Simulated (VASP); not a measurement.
Runs of VASP 6.6.1 on P. The structure is that of space group Pm-3m (No. 221), or close to it. The cells are those of the table. This isn't the form of P at room conditions, which is orthorhombic.

| task | cell | cutoff (eV) | gap on the mesh (eV) | pressure (GPa) |
| --- | --- | --- | --- | --- |
| single point | a = 2.262 Å, 1 atom | 520 | none | 43.9 |
| relaxation of cell and atoms | relaxed from a = 2.530 Å, 1 atom | 600 | none | 0.1 |
| relaxation of cell and atoms | relaxed to 45 GPa from a = 2.530 Å, 1 atom | 600 | none | 45.1 |
| single point | a = 2.304 Å, 1 atom | 520 | none | 28.9 |
| single point | a = 2.433 Å, 1 atom | 520 | none | -0.5 |
| single point | a = 2.356 Å, 1 atom | 520 | none | (a) |
| relaxation of cell and atoms | relaxed to 30 GPa from a = 2.530 Å, 1 atom | 600 | none | 30.0 |
| relaxation of cell and atoms | relaxed to 15 GPa from a = 2.530 Å, 1 atom | 600 | none | 14.9 |

Alike in all rows: level r2SCAN; potentials or basis VASP PAW PBE potentials, release 64 (P); no spin polarisation; k mesh 17 × 17 × 17; smearing gaussian 0.05 eV.

Task: Fill in the values left out.

Result: (a) 14.2.

Caveats: the PAW data sets were made with another functional, which shifts forces and pressure a little; the cell stands under pressure (at least some runs); the cell is relaxed towards a set pressure, so the run minimises the enthalpy, not the energy (at least some runs).

A gap of «none» marks levels without a gap at the run's occupations.
